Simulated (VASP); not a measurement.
# ZrB2 (P6/mmm) in VASP: notebook

ZrB2 is run at these levels: LDA; tasks: single point.

Program: VASP 6.6.1. These are calculated values, not measurements. Logs are shortened: lines on timing, memory, paths and dates and some standing lists are left out, and cuts for length are marked.

**1. The cell of the first run**

It takes space group P6/mmm (No. 191, hexagonal). The conventional cell has a = 3.415 Å, b = 3.415 Å, c = 3.171 Å, α = 90.00°, β = 90.00°, γ = 120.00°. Within 3.3 Å of Zr (site symmetry 6/mmm) lie 12 B at 2.53 Å and 2 Zr at 3.17 Å. Within 2.6 Å of B (site symmetry -6m2) lie 3 B at 1.97 Å and 6 Zr at 2.53 Å.

**2. Single point, LDA (volume 10.674 Å^3 an atom, c/a of the conventional cell 0.9284)**

INCAR reads:

```
SYSTEM = ZrB2
  PREC = Accurate
  ENCUT = 520
  EDIFF = 1E-6
  ISMEAR = 0
  SIGMA = 0.15
  LREAL = .FALSE.
  LASPH = .TRUE.
  NELM = 80
  ALGO = Normal
  ISIF = 2
  LWAVE = .FALSE.
  LCHARG = .TRUE.
  LELF = .TRUE.
  LVHAR = .TRUE.
  NBANDS = 16
```

KPOINTS reads:

```
Automatic mesh
0
G
  18 18 12
  0 0 0
```

POSCAR reads:

```
ZrB2
1.0
    3.4150276938      0.0000000000      0.0000000000
   -1.7075138470      2.9575007375      0.0000000000
    0.0000000000      0.0000000000      3.1705117110
Zr B
1 2
Direct
    0.0000000000      0.0000000000      0.0000000000
    0.3333333333      0.6666666667      0.5000000000
    0.6666666667      0.3333333333      0.5000000000
```

Potentials or basis: VASP PAW LDA potentials, release 64 (Zr_sv, B).

Started as:

```
> cat potpaw_LDA.64/Zr_sv/POTCAR potpaw_LDA.64/B/POTCAR > POTCAR
> mpirun -np 1 vasp_std > vasp.out
```

OUTCAR:

```text
SYSTEM = ZrB2
   PREC = Accurate
   ENCUT = 520
   EDIFF = 1E-6
   ISMEAR = 0
   LREAL = .FALSE.
   LASPH = .TRUE.
   NELM = 80
   ISIF = 2

 ion  position               nearest neighbor table
   1  0.000  0.000  0.000-   2 2.53   3 2.53   2 2.53   3 2.53   3 2.53   3 2.53   2 2.53   2 2.53
                             3 2.53   3 2.53   2 2.53   2 2.53
   2  0.333  0.667  0.500-   3 1.97   3 1.97   3 1.97   1 2.53   1 2.53   1 2.53   1 2.53   1 2.53
                             1 2.53
   3  0.667  0.333  0.500-   2 1.97   2 1.97   2 1.97   1 2.53   1 2.53   1 2.53   1 2.53   1 2.53
                             1 2.53

  LATTYP: Found a hexagonal cell.
 ALAT       =     3.4150276938
 C/A-ratio  =     0.9284000000

  Lattice vectors:

 A1 = (   3.4150276938,   0.0000000000,   0.0000000000)
 A2 = (  -1.7075138470,   2.9575007375,   0.0000000000)
 A3 = (   0.0000000000,   0.0000000000,   3.1705117110)

Analysis of symmetry for initial positions (statically):
=====================================================================
 Subroutine PRICEL returns:
 Original cell was already a primitive cell.

 Routine SETGRP: Setting up the symmetry group for a
 hexagonal supercell.

 Subroutine GETGRP returns: Found 24 space group operations
 (whereof 24 operations were pure point group operations)
 out of a pool of 24 trial point group operations.

The static configuration has the point symmetry D_6h.

Analysis of symmetry for dynamics (positions and initial velocities):
=====================================================================
 Subroutine PRICEL returns:
 Original cell was already a primitive cell.

 Routine SETGRP: Setting up the symmetry group for a
 hexagonal supercell.

 Subroutine GETGRP returns: Found 24 space group operations
 (whereof 24 operations were pure point group operations)
 out of a pool of 24 trial point group operations.

The dynamic configuration has the point symmetry D_6h.

 Subroutine INISYM returns: Found 24 space group operations
 (whereof 24 operations are pure point group operations),
 and found     1 'primitive' translations

----------------------------------------------------------------------------------------

                                     Primitive cell

  volume of cell :      32.0220

  direct lattice vectors                    reciprocal lattice vectors
     3.415027694  0.000000000  0.000000000     0.292823394  0.169061665  0.000000000
    -1.707513847  2.957500738  0.000000000     0.000000000  0.338123331  0.000000000
     0.000000000  0.000000000  3.170511711     0.000000000  0.000000000  0.315406499

  length of vectors
     3.415027694  3.415027694  3.170511711     0.338123331  0.338123331  0.315406499

  position of ions in fractional coordinates (direct lattice)
     0.000000000  0.000000000  0.000000000
     0.333333333  0.666666667  0.500000000
     0.666666667  0.333333333  0.500000000

  ion indices of the primitive-cell ions
   primitive index   ion index
                 1           1
                 2           2
                 3           3

----------------------------------------------------------------------------------------

 KPOINTS: Automatic mesh

Automatic generation of k-mesh.
 Grid dimensions read from file:
 generate k-points for:   18   18   12

 Generating k-lattice:

  Cartesian coordinates                     Fractional coordinates (reciprocal lattice)
     0.016267966  0.009392315  0.000000000     0.055555556  0.000000000  0.000000000
     0.000000000  0.018784629  0.000000000     0.000000000  0.055555556  0.000000000
     0.000000000  0.000000000  0.026283875     0.000000000  0.000000000  0.083333333

  Length of vectors
     0.018784629  0.018784629  0.026283875

  Shift w.r.t. Gamma in fractional coordinates (k-lattice)
     0.000000000  0.000000000  0.000000000

 Subroutine IBZKPT returns following result:
 ===========================================

 Found    259 irreducible k-points:

 Following reciprocal coordinates:
            Coordinates               Weight
  0.000000  0.000000  0.000000      1.000000
  0.055556 -0.000000  0.000000      6.000000
  0.111111 -0.000000  0.000000      6.000000
  0.166667  0.000000  0.000000      6.000000
  0.222222 -0.000000  0.000000      6.000000
  0.277778  0.000000  0.000000      6.000000
[... 16 lines left out ...]
  0.333333  0.111111  0.000000     12.000000
  0.388889  0.111111  0.000000     12.000000
 [... further k-points ...]
   k-points           NKPTS =    259   k-points in BZ     NKDIM =    259   number of bands    NBANDS=     16
   number of dos      NEDOS =    301   number of ions     NIONS =      3
   total plane-waves  NPLWV =  18816
   dimension x,y,z NGX =    28 NGY =   28 NGZ =   24
   dimension x,y,z NGXF=    56 NGYF=   56 NGZF=   48
   ions per type =               1   2
   NGX,Y,Z   is equivalent  to a cutoff of  13.63, 13.63, 12.58 a.u.
   NGXF,Y,Z  is equivalent  to a cutoff of  27.26, 27.26, 25.17 a.u.
 SYSTEM =  ZrB2
   PREC   = accura    normal or accurate (medium, high low for compatibility)
   ISTART =      0    job   : 0-new  1-cont  2-samecut
   ICHARG =      2    charge: 1-file 2-atom 10-const
   ISPIN  =      1    spin polarized calculation?
   LNONCOLLINEAR =      F non collinear calculations
   LSORBIT =      F    spin-orbit coupling
   LASPH  =      T    aspherical Exc in radial PAW
   ENCUT  =  520.0 eV  38.22 Ry    6.18 a.u.   6.35  6.35  5.90*2*pi/ulx,y,z
   NELM   =     80;   NELMIN=  2; NELMDL= -5     # of ELM steps
   EDIFF  = 0.1E-05   stopping-criterion for ELM
   LREAL  =      F    real-space projection
   EDIFFG = 0.1E-04   stopping-criterion for IOM
   NSW    =      0    number of steps for IOM
   IBRION =     -1    ionic relax: 0-MD 1-quasi-New 2-CG
   NFREE  =      0    steps in history (QN), initial steepest desc. (CG)
   ISIF   =      2    stress and relaxation
   ISYM   =      2    0-nonsym 1-usesym 2-fastsym
   POTIM  = 0.5000    time-step for ionic-motion
   TEBEG  =    0.0;   TEEND  =   0.0 temperature during run
   PSTRESS=    0.0 pullay stress
   NELECT =      18.0000    total number of electrons
   NUPDOWN=      -1.0000    fix difference up-down
   EMIN   =  10.00;   EMAX   =-10.00  energy-range for DOS
   EFERMI =   0.00;   METHOD = LEGACY
   ISMEAR =     0;   SIGMA  =   0.15  broadening in eV -4-tet -1-fermi 0-gaus
   EFERMI_NEDOS =   21; number of points for ismear=-14 and -15
   IALGO  =     38    algorithm
   IMIX   =      4    mixing-type and parameters
     AMIX     =   0.40;   BMIX     =  1.00
     AMIX_MAG =   1.60;   BMIX_MAG =  1.00
  volume/ion in A,a.u.               =      10.67        72.03
  Fermi-wavevector in a.u.,A,eV,Ry     =   1.351086  2.553181 24.836512  1.825432
  Thomas-Fermi vector in A             =   2.478537
   LORBIT       =      0    0 simple, 1 ext, 2 COOP (PROOUT), +10 PAW based schemes
   GGA     = CA    functional components
   LHFCALC =     F    Hartree Fock is set to
   AEXX    =    0.0000 exact exchange contribution
   IVDW    =     0    specifies the selected vdW correction
   LEPSILON=     F    determine dielectric tensor
   LRPA    =     F    only Hartree local field effects (RPA)
 non-spin polarized calculation
 Gauss-broadening in eV      SIGMA  =   0.15
  energy-cutoff  :      520.00
  volume of cell :       32.02
 maximum number of plane-waves:       882
 NGX is ok and might be reduce to    28
   NGX = 13   NGY = 13   NGZ = 11

 number of electron      18.0000000 magnetization

 Free energy of the ion-electron system (eV)
  ---------------------------------------------------
  ext. energy  EPLUGINS =         0.00000000
  ---------------------------------------------------
  free energy    TOTEN  =       -26.67229727 eV

  energy without entropy =      -26.66949638  energy(sigma->0) =      -26.67089683

 E-fermi :   9.8404     XC(G=0): -12.4203

 val. band max:        9.8322940304   @ k =   0.2778   0.2778   0.0000
 cond. band min:       9.8596977919   @ k =   0.3333   0.2222   0.0000
 fundamental gap:      0.0274037614
 Fermi energy:         9.8404248123

 k-point     1 :       0.0000    0.0000    0.0000
  band No.  band energies     occupation
      1     -38.2470      2.00000
      2     -16.3263      2.00000
      3     -16.2861      2.00000
      4     -16.2861      2.00000
      5      -2.1006      2.00000
      6       6.3747      2.00000
[... 8 lines left out ...]
     15      15.4975      0.00000
     16      15.4975      0.00000

 k-point     2 :       0.0556   -0.0000    0.0000
  band No.  band energies     occupation
      1     -38.2455      2.00000
      2     -16.3239      2.00000
      3     -16.3037      2.00000
      4     -16.2900      2.00000
      5      -2.0431      2.00000
      6       6.2180      2.00000
[... 8 lines left out ...]
     15      15.7516      0.00000
     16      15.7949      0.00000

 k-point     3 :       0.1111   -0.0000    0.0000
  band No.  band energies     occupation
      1     -38.2410      2.00000
      2     -16.3542      2.00000
      3     -16.3169      2.00000
      4     -16.3014      2.00000
      5      -1.8735      2.00000
      6       5.8062      2.00000
[... 8 lines left out ...]
     15      16.2075      0.00000
     16      16.4584      0.00000

 k-point     4 :       0.1667    0.0000    0.0000
  band No.  band energies     occupation
      1     -38.2341      2.00000
      2     -16.4305      2.00000
      3     -16.3187      2.00000
      4     -16.3062      2.00000
      5      -1.6002      2.00000
      6       5.2501      2.00000
[... 8 lines left out ...]
     15      16.3211      0.00000
     16      16.6165      0.00000

 k-point     5 :       0.2222   -0.0000    0.0000
  band No.  band energies     occupation
      1     -38.2256      2.00000
      2     -16.5224      2.00000
      3     -16.3398      2.00000
      4     -16.2931      2.00000
      5      -1.2353      2.00000
      6       4.6331      2.00000
[... 8 lines left out ...]
     15      16.4991      0.00000
     16      16.9444      0.00000

 k-point     6 :       0.2778    0.0000    0.0000
  band No.  band energies     occupation
      1     -38.2165      2.00000
      2     -16.6183      2.00000
      3     -16.3622      2.00000
      4     -16.2790      2.00000
      5      -0.7938      2.00000
      6       3.9986      2.00000
[... 8 lines left out ...]
     15      17.0995      0.00000
     16      17.3125      0.00000

 k-point     7 :       0.3333    0.0000    0.0000
  band No.  band energies     occupation
      1     -38.2080      2.00000
      2     -16.7067      2.00000
      3     -16.3830      2.00000
      4     -16.2657      2.00000
      5      -0.2915      2.00000
      6       3.3649      2.00000
[... 8 lines left out ...]
     15      17.8709      0.00000
     16      18.0546      0.00000

 k-point     8 :       0.3889   -0.0000    0.0000
  band No.  band energies     occupation
      1     -38.2010      2.00000
      2     -16.7776      2.00000
      3     -16.4000      2.00000
      4     -16.2549      2.00000
      5       0.2545      2.00000
      6       2.7390      2.00000
[... 8 lines left out ...]
     15      18.2537      0.00000
     16      18.6280      0.00000

 k-point     9 :       0.4444   -0.0000    0.0000
  band No.  band energies     occupation
      1     -38.1965      2.00000
      2     -16.8234      2.00000
      3     -16.4110      2.00000
      4     -16.2478      2.00000
      5       0.8209      2.00000
      6       2.1312      2.00000
[... 8 lines left out ...]
     15      17.6934      0.00000
     16      19.2051      0.00000
[... 172 lines left out ...]
 k-point    19 :       0.1111    0.1111    0.0000
  band No.  band energies     occupation
      1     -38.2302      2.00000
      2     -16.4661      2.00000
      3     -16.3344      2.00000
      4     -16.3003      2.00000
      5      -1.4402      2.00000
      6       5.0267      2.00000
[... 8 lines left out ...]
     15      16.1289      0.00000
     16      17.0806      0.00000

 k-point    20 :       0.1667    0.1111    0.0000
  band No.  band energies     occupation
      1     -38.2223      2.00000
      2     -16.5454      2.00000
      3     -16.3610      2.00000
      4     -16.2879      2.00000
      5      -1.0813      2.00000
      6       4.5122      2.00000
[... 8 lines left out ...]
     15      16.1766      0.00000
     16      17.3891      0.00000

 k-point    21 :       0.2222    0.1111    0.0000
  band No.  band energies     occupation
      1     -38.2137      2.00000
      2     -16.6279      2.00000
      3     -16.3895      2.00000
      4     -16.2747      2.00000
      5      -0.6448      2.00000
      6       3.9618      2.00000
[... 8 lines left out ...]
     15      16.7684      0.00000
     16      17.6722      0.00000

 k-point    22 :       0.2778    0.1111    0.0000
  band No.  band energies     occupation
      1     -38.2057      2.00000
      2     -16.7041      2.00000
      3     -16.4163      2.00000
      4     -16.2622      2.00000
      5      -0.1459      2.00000
      6       3.3908      2.00000
[... 8 lines left out ...]
     15      17.5816      0.00000
     16      18.3276      0.00000

 k-point    23 :       0.3333    0.1111    0.0000
  band No.  band energies     occupation
      1     -38.1992      2.00000
      2     -16.7652      2.00000
      3     -16.4381      2.00000
      4     -16.2520      2.00000
      5       0.3992      2.00000
      6       2.8062      2.00000
[... 8 lines left out ...]
     15      18.3792      0.00000
     16      18.7039      0.00000

 k-point    24 :       0.3889    0.1111    0.0000
  band No.  band energies     occupation
      1     -38.1949      2.00000
      2     -16.8047      2.00000
      3     -16.4523      2.00000
      4     -16.2453      2.00000
      5       0.9701      2.00000
      6       2.2169      2.00000
[... 8 lines left out ...]
     15      18.2195      0.00000
     16      18.9916      0.00000

 [... further k-points ...]
[... 5 lines left out ...]
  --------------------------------------------------------------------------------------
  -------------------------------------------------------------------------------------
  Total       -6.9222774     -6.9222774      3.8846855      0.0000000      0.0000000      0.0000000
  in kB     -346.3467601   -346.3467601    194.3649681      0.0000000      0.0000000      0.0000000
  external PRESSURE =    -166.1095173 kB  Pullay stress =       0.0000000 kB

 VOLUME and BASIS-vectors are now :
 -----------------------------------------------------------------------------
  energy-cutoff  :      520.00
  volume of cell :       32.02
      direct lattice vectors                 reciprocal lattice vectors
     3.415027694  0.000000000  0.000000000     0.292823394  0.169061665  0.000000000
    -1.707513847  2.957500738  0.000000000     0.000000000  0.338123331  0.000000000
     0.000000000  0.000000000  3.170511711     0.000000000  0.000000000  0.315406499

 POSITION                                       TOTAL-FORCE (eV/Angst)
 -----------------------------------------------------------------------------------
      0.00000      0.00000      0.00000        -0.000000      0.000000      0.000000
     -0.00000      1.97167      1.58526         0.000000     -0.000000     -0.000000
      1.70751      0.98583      1.58526        -0.000000      0.000000      0.000000
 -----------------------------------------------------------------------------------
    total drift:                               -0.000000      0.000000      0.000000

  FREE ENERGIE OF THE ION-ELECTRON SYSTEM (eV)
  ---------------------------------------------------
  free  energy   TOTEN  =       -26.6722972716 eV

  energy  without entropy=      -26.6694963798  energy(sigma->0) =      -26.67089683
```

Run time: 42 s. Hardware: 1 thread of Intel Xeon 6975P-C (Granite Rapids), shared host; peak memory 0.23 GiB.

What came out:

```
Free energy            : -26.6723 eV
Pressure               : -16.6 GPa
Band gap on the k mesh : zero (band 9 reaches 10.46 eV, above the bottom of band 10 at 8.87 eV)
```

Levels at points of the mesh, in eV from the Fermi level:
| k point | band 7 | band 8 | band 9 | band 10 | band 11 | band 12 |
| --- | --- | --- | --- | --- | --- | --- |
| (0.00, 0.00, 0.00) | -3.47 | -1.96 | -0.49 | 2.47 | 3.58 | 3.58 |
| (0.50, 0.00, 0.00) | -3.00 | -2.63 | -2.09 | 2.87 | 3.20 | 3.45 |
| (0.00, 0.00, 0.50) | -1.26 | -1.26 | -0.97 | -0.97 | 0.86 | 0.86 |
| (0.50, 0.00, 0.50) | -4.87 | -3.90 | -2.18 | 3.61 | 4.42 | 5.34 |

(Part 1 of 2 ends here.)
